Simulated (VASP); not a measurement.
# Zr (R-3m) in VASP: further runs

Runs on Zr. Level: PBE. Tasks: single point.

Program: VASP 6.6.1. These are calculated values, not measurements. Logs are shortened: lines on timing, memory, paths and dates and some standing lists are left out, and cuts for length are marked.

### 1 The cell of the first run

Symmetry: R-3m, No. 166, trigonal system. Conventional cell: a = 4.357 Å, b = 4.357 Å, c = 10.674 Å, α = 90.00°, β = 90.00°, γ = 120.00°. Zr (site symmetry 3m) has 4 Zr at 2.19 to 2.86 Å within 2.9 Å.

### 2 Single point, PBE (shortest bond scaled by 0.82)

Contents of INCAR:

```
ALGO = Normal
EDIFF = 1E-6
ENCUT = 520
GGA = PE
ISIF = 2
ISMEAR = -1
LASPH = T
LCHARG = T
LELF = T
LREAL = F
LVHAR = T
LWAVE = F
NBANDS = 19
NELM = 80
PREC = Accurate
SIGMA = 0.05
```

Contents of KPOINTS:

```
k-points
0
Gamma
  9 9 9
```

Contents of POSCAR:

```
Zr
1.0
    0.0000000000      3.0812078526      3.0812078526
    3.0812078526      0.0000000000      3.0812078526
    3.0812078526      3.0812078526      0.0000000000
Zr
2
Direct
   -0.1925000000     -0.1025000000     -0.1025000000
    0.1925000000      0.1025000000      0.1025000000
```

Potentials or basis: VASP PAW PBE potentials, release 64 (Zr_sv).

On the command line:

```
$ cat potpaw_PBE.64/Zr_sv/POTCAR > POTCAR
$ mpirun -np 1 vasp_std > vasp.out
```

OUTCAR:

```text
EDIFF = 1E-6
   ENCUT = 520
   GGA = PE
   ISIF = 2
   ISMEAR = -1
   LASPH = T
   LREAL = F
   NELM = 80
   PREC = Accurate

 ion  position               nearest neighbor table
   1  0.807  0.898  0.898-   2 2.19   2 2.86   2 2.86   2 2.86
   2  0.193  0.102  0.102-   1 2.19   1 2.86   1 2.86   1 2.86

  LATTYP: Found a face centered cubic cell.
 ALAT       =     6.1624157052

  Lattice vectors:

 A1 = (   0.0000000000,   3.0812078526,   3.0812078526)
 A2 = (   3.0812078526,   0.0000000000,   3.0812078526)
 A3 = (   3.0812078526,   3.0812078526,   0.0000000000)

Analysis of symmetry for initial positions (statically):
=====================================================================
 Subroutine PRICEL returns:
 Original cell was already a primitive cell.

 Routine SETGRP: Setting up the symmetry group for a
 face centered cubic supercell.

 Subroutine GETGRP returns: Found 12 space group operations
 (whereof  4 operations were pure point group operations)
 out of a pool of 48 trial point group operations.

The static configuration has the point symmetry C_2h.
 The point group associated with its full space group is D_3d.

Analysis of symmetry for dynamics (positions and initial velocities):
=====================================================================
 Subroutine PRICEL returns:
 Original cell was already a primitive cell.

 Routine SETGRP: Setting up the symmetry group for a
 face centered cubic supercell.

 Subroutine GETGRP returns: Found 12 space group operations
 (whereof  4 operations were pure point group operations)
 out of a pool of 48 trial point group operations.

The dynamic configuration has the point symmetry C_2h.
 The point group associated with its full space group is D_3d.

 Subroutine INISYM returns: Found 12 space group operations
 (whereof  4 operations are pure point group operations),
 and found     1 'primitive' translations

----------------------------------------------------------------------------------------

                                     Primitive cell

  volume of cell :      58.5050
[... 78 lines left out ...]
   NGXF,Y,Z  is equivalent  to a cutoff of  24.42, 24.42, 24.42 a.u.
 SYSTEM =  unknown system
   PREC   = accura    normal or accurate (medium, high low for compatibility)
   ISTART =      0    job   : 0-new  1-cont  2-samecut
   ICHARG =      2    charge: 1-file 2-atom 10-const
   ISPIN  =      1    spin polarized calculation?
   LNONCOLLINEAR =      F non collinear calculations
   LSORBIT =      F    spin-orbit coupling
   LASPH  =      T    aspherical Exc in radial PAW
   ENCUT  =  520.0 eV  38.22 Ry    6.18 a.u.   8.10  8.10  8.10*2*pi/ulx,y,z
   NELM   =     80;   NELMIN=  2; NELMDL= -5     # of ELM steps
   EDIFF  = 0.1E-05   stopping-criterion for ELM
   LREAL  =      F    real-space projection
   EDIFFG = 0.1E-04   stopping-criterion for IOM
   NSW    =      0    number of steps for IOM
   IBRION =     -1    ionic relax: 0-MD 1-quasi-New 2-CG
   NFREE  =      0    steps in history (QN), initial steepest desc. (CG)
   ISIF   =      2    stress and relaxation
   ISYM   =      2    0-nonsym 1-usesym 2-fastsym
   POTIM  = 0.5000    time-step for ionic-motion
   TEBEG  =    0.0;   TEEND  =   0.0 temperature during run
   PSTRESS=    0.0 pullay stress
   NELECT =      24.0000    total number of electrons
   NUPDOWN=      -1.0000    fix difference up-down
   EMIN   =  10.00;   EMAX   =-10.00  energy-range for DOS
   EFERMI =   0.00;   METHOD = LEGACY
   ISMEAR =    -1;   SIGMA  =   0.05  broadening in eV -4-tet -1-fermi 0-gaus
   EFERMI_NEDOS =   21; number of points for ismear=-14 and -15
   IALGO  =     38    algorithm
   IMIX   =      4    mixing-type and parameters
     AMIX     =   0.40;   BMIX     =  1.00
     AMIX_MAG =   1.60;   BMIX_MAG =  1.00
  volume/ion in A,a.u.               =      29.25       197.41
  Fermi-wavevector in a.u.,A,eV,Ry     =   1.216413  2.298687 20.131992  1.479660
  Thomas-Fermi vector in A             =   2.351767
   LORBIT       =      0    0 simple, 1 ext, 2 COOP (PROOUT), +10 PAW based schemes
   GGA     = PE    functional components
   LHFCALC =     F    Hartree Fock is set to
   AEXX    =    0.0000 exact exchange contribution
   IVDW    =     0    specifies the selected vdW correction
   LEPSILON=     F    determine dielectric tensor
   LRPA    =     F    only Hartree local field effects (RPA)
 non-spin polarized calculation
  energy-cutoff  :      520.00
  volume of cell :       58.51
 maximum number of plane-waves:      1592
   NGX = 17   NGY = 17   NGZ = 17

 number of electron      24.0000000 magnetization

 Free energy of the ion-electron system (eV)
  ---------------------------------------------------
  ext. energy  EPLUGINS =         0.00000000
  ---------------------------------------------------
  free energy    TOTEN  =       -12.21933989 eV

  energy without entropy =      -12.19347956  energy(sigma->0) =      -12.20640972

 E-fermi :   5.9929     XC(G=0):  -9.7134

 val. band max:        5.9888316851   @ k =   0.3333   0.2222  -0.3333
 cond. band min:       5.9946158073   @ k =  -0.4444   0.2222   0.1111
 fundamental gap:      0.0057841222
 Fermi energy:         5.9929220873

 k-point     1 :       0.0000    0.0000    0.0000
  band No.  band energies     occupation
      1     -43.1191      2.00000
      2     -41.8685      2.00000
      3     -22.8507      2.00000
      4     -20.6252      2.00000
      5     -20.6252      2.00000
      6     -20.5444      2.00000
[... 505 lines left out ...]
      6     -20.4467      2.00000
[... 11 lines left out ...]
     18      10.1611      0.00000
     19      10.6475      0.00000

 [... further k-points ...]

------------------------ aborting loop because EDIFF is reached ----------------------------------------

  FORCE on cell =-STRESS in cart. coord.  units (eV):
  Direction    XX          YY          ZZ          XY          YZ          ZX
  --------------------------------------------------------------------------------------
  -------------------------------------------------------------------------------------
  Total        2.6876996      2.6876996      2.6876996     -4.1951188      4.1951188     -4.1951188
  in kB       73.6034766     73.6034766     73.6034766   -114.8846134    114.8846134   -114.8846134
  external PRESSURE =      73.6034766 kB  Pullay stress =       0.0000000 kB

 VOLUME and BASIS-vectors are now :
 -----------------------------------------------------------------------------
  energy-cutoff  :      520.00
  volume of cell :       58.51
      direct lattice vectors                 reciprocal lattice vectors
     0.000000000  3.081207853  3.081207853    -0.162274025  0.162274025  0.162274025
     3.081207853  0.000000000  3.081207853     0.162274025 -0.162274025  0.162274025
     3.081207853  3.081207853  0.000000000     0.162274025  0.162274025 -0.162274025

 POSITION                                       TOTAL-FORCE (eV/Angst)
 -----------------------------------------------------------------------------------
      5.53077      5.25346      5.25346        -1.300066      1.300066      1.300066
      0.63165      0.90896      0.90896         1.300066     -1.300066     -1.300066
 -----------------------------------------------------------------------------------
    total drift:                                0.000000     -0.000000      0.000000

  FREE ENERGIE OF THE ION-ELECTRON SYSTEM (eV)
  ---------------------------------------------------
  free  energy   TOTEN  =       -12.2193398867 eV

  energy  without entropy=      -12.1934795607  energy(sigma->0) =      -12.20640972
```

OSZICAR:

```text
N       E                     dE             d eps       ncg     rms          rms(c)
DAV:   1     0.228342966490E+03    0.22834E+03   -0.13048E+04  3230   0.121E+03
DAV:   2     0.343748914716E+01   -0.22491E+03   -0.22067E+03  3793   0.361E+02
DAV:   3    -0.121596292898E+02   -0.15597E+02   -0.15204E+02  5970   0.692E+01
DAV:   4    -0.125401062044E+02   -0.38048E+00   -0.37606E+00  3923   0.109E+01
DAV:   5    -0.125525041936E+02   -0.12398E-01   -0.12384E-01  4575   0.145E+00    0.200E+01
DAV:   6    -0.122417850131E+02    0.31072E+00   -0.55709E-01  3524   0.628E+00    0.103E+01
DAV:   7    -0.122163202110E+02    0.25465E-01   -0.38494E-01  4173   0.459E+00    0.109E+00
DAV:   8    -0.122190064462E+02   -0.26862E-02   -0.43121E-02  3928   0.180E+00    0.367E-01
DAV:   9    -0.122193421719E+02   -0.33573E-03   -0.23673E-03  4103   0.482E-01    0.980E-02
DAV:  10    -0.122193463034E+02   -0.41315E-05   -0.31171E-04  3755   0.155E-01    0.145E-02
DAV:  11    -0.122193399458E+02    0.63576E-05   -0.16360E-05  3792   0.401E-02    0.604E-03
DAV:  12    -0.122193398867E+02    0.59170E-07   -0.23079E-06  3113   0.136E-02
   1 F= -.12219340E+02 E0= -.12206410E+02  d E =-.258603E-01
```

stdout:

```text
POSCAR found type information on POSCAR Zr
 POSCAR found :  1 types and       2 ions
 scaLAPACK will be used
 LDA part: xc-table for (Slater+PW92), standard interpolation
 POSCAR, INCAR and KPOINTS ok, starting setup
 FFT: planning ... GRIDC
 FFT: planning ... GRID_SOFT
 FFT: planning ... GRID
 WAVECAR not read
 entering main loop
```

Run time: 42 s. Hardware: 1 thread of Intel Xeon Platinum 8488C (Sapphire Rapids), shared host; peak memory 0.22 GiB.

What came out:

* Free energy: -12.2193 eV
* Pressure: 7.4 GPa
* Largest force: 2.252 eV/Å
* Band gap on the k mesh: zero (band 12 reaches 6.40 eV, above the bottom of band 13 at 5.38 eV)

Forces in eV/Å, atoms in the order of the input:
```
Zr  -1.300  1.300  1.300
Zr   1.300 -1.300 -1.300
```

Stress tensor (GPa, compression positive):
```
  7.36 -11.49 -11.49
-11.49   7.36  11.49
-11.49  11.49   7.36
```

Caveat: the cell differs from its parent crystal (shortest bond scaled by 0.82); forces of over 1 eV/Å act on the atoms, so gaps and moduli don't describe the material at rest.

### 3 Single point, PBE (shortest bond scaled by 0.7)

Contents of INCAR:

```
PREC     = Accurate       # precision mode
ENCUT    = 520            # plane-wave cutoff, eV
EDIFF    = 1E-6           # SCF threshold, eV
ISMEAR   = -1             # smearing method
SIGMA    = 0.05           # smearing width, eV
LREAL    = False          # projectors in reciprocal space
LASPH    = True           # aspherical terms in the spheres
NELM     = 80             # most SCF steps
ALGO     = Normal         # electronic algorithm
ISIF     = 2              # what is computed and relaxed
LWAVE    = False          # write WAVECAR
LCHARG   = True           # write CHGCAR
GGA      = PE             # functional
LELF     = True           # ELF
LVHAR    = True         
NBANDS   = 19             # bands
```

Contents of KPOINTS:

```
regular mesh
0
Gamma
  9 9 9
```

Contents of POSCAR:

```
Zr
1.0
    0.0000000000      3.0812078526      3.0812078526
    3.0812078526      0.0000000000      3.0812078526
    3.0812078526      3.0812078526      0.0000000000
Zr
2
Direct
   -0.2375000000     -0.0875000000     -0.0875000000
    0.2375000000      0.0875000000      0.0875000000
```

Potentials or basis: VASP PAW PBE potentials, release 64 (Zr_sv).

On the command line:

```
$ cat potpaw_PBE.64/Zr_sv/POTCAR > POTCAR
$ mpirun -np 1 vasp_std > vasp.out
```

It took 42 s on 1 thread of Intel Xeon Platinum 8488C (Sapphire Rapids), shared host; peak memory 0.22 GiB.

It converged, with:

- Free energy: -9.2883 eV
- Pressure: 33.0 GPa
- Largest force: 20.547 eV/Å
- Band gap on the k mesh: zero (band 12 reaches 6.38 eV, above the bottom of band 13 at 5.30 eV)

Forces in eV/Å, atoms in the order of the input:
```
Zr  -11.863  11.863  11.863
Zr   11.863 -11.863 -11.863
```

Stress tensor (GPa, compression positive):
```
 32.96 -39.35 -39.35
-39.35  32.96  39.35
-39.35  39.35  32.96
```

Levels at points of the mesh, in eV from the Fermi level:
| k point | band 9 | band 10 | band 11 | band 12 | band 13 | band 14 | band 15 | band 16 |
| --- | --- | --- | --- | --- | --- | --- | --- | --- |
| (0.00, 0.00, 0.00) | -3.93 | -0.79 | -0.79 | 0.00 | 0.00 | 2.10 | 3.20 | 3.20 |

Caveat: the cell differs from its parent crystal (shortest bond scaled by 0.7); forces of over 1 eV/Å act on the atoms, so gaps and moduli don't describe the material at rest.
